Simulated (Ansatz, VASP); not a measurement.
Hf: VASP beside Ansatz

The input INCAR:

```
PREC     = Accurate       # precision mode
ENCUT    = 520            # plane-wave cutoff, eV
EDIFF    = 1E-6           # SCF threshold, eV
ISMEAR   = -1             # smearing method
SIGMA    = 0.1            # smearing width, eV
LREAL    = False          # projectors in reciprocal space
LASPH    = True           # aspherical terms in the spheres
NELM     = 80             # most SCF steps
ALGO     = Normal         # electronic algorithm
ISIF     = 2              # what is computed and relaxed
LWAVE    = False          # write WAVECAR
LCHARG   = True           # write CHGCAR
GGA      = B5             # functional
ALDAX    = 1.0          
AGGAX    = 1.0          
AGGAC    = 1.0          
ALDAC    = 0.0          
LELF     = True           # ELF
LVHAR    = True         
NBANDS   = 28             # bands
```

The input KPOINTS:

```
regular mesh
0
Gamma
  13 13 4
```

POSCAR

```
Hf
1.0
    3.1389109991      0.0000000000      0.0000000000
   -1.5694554995      2.7183766654      0.0000000000
    0.0000000000      0.0000000000     10.0340748162
Hf
4
Direct
    0.0000000000      1.0000000000      0.0000000000
    0.0000000000      1.0000000000      0.5000000000
    0.3333333333      0.6666666667      0.2500000000
    0.6666666667      0.3333333333      0.7500000000
```

Input for Ansatz:

```yaml
crystal:
  lattice:
    - [3.1389109991, 0.0, 0.0]
    - [-1.5694554995, 2.7183766654, 0.0]
    - [0.0, 0.0, 10.0340748162]
  atoms:
    - { symbol: Hf, position: [0.0, 1.0, 0.0] }
    - { symbol: Hf, position: [0.0, 1.0, 0.5] }
    - { symbol: Hf, position: [0.3333333333, 0.6666666667, 0.25] }
    - { symbol: Hf, position: [0.6666666667, 0.3333333333, 0.75] }
hamiltonian:
  xc: blyp
  pseudopotentials:
    kind: paw
    azcp:
      Hf: "pseudopotentials/Hf.paw.azcp"
basis:
  ecutwfc: 420
  fft_grid_basis: typed
kpoints:
  mp_grid: { grid: [13, 13, 4], shift: [0, 0, 0] }
magnetization:
  spin_polarized: false
scf:
  occupations: { method: fermi_dirac, width: 0.1 }
  lower_state_search: "off"
output:
  stress: true
```

Alike in both runs: task single point; functional BLYP; k mesh 13 × 13 × 4; occupations fermi-dirac, width 0.1 eV; no spin polarisation.

|  | VASP | Ansatz |
| --- | --- | --- |
| version | VASP 6.6.1 | Ansatz 0.2.0 |
| potentials or method | VASP PAW PBE potentials, release 64 (Hf_pv), cutoff 520 eV | plane waves (420 eV) with PAW, scalar-relativistic |
| valence electrons in the cell | 40 | 104 |

|  | VASP | Ansatz | Ansatz less VASP |
| --- | --- | --- | --- |
| pressure (GPa) | 9.7 | 9.6 | -0.05 |
| traceless stress, the component that is largest in VASP (GPa) | 0.19 | 0.20 | +0.010 |

VASP's potentials were made for PBE, not for BLYP. VASP's potentials hold 40 valence electrons a cell and Ansatz's 104, so a difference there can come from the potentials and not from the codes.

Neither program's run includes spin-orbit coupling.
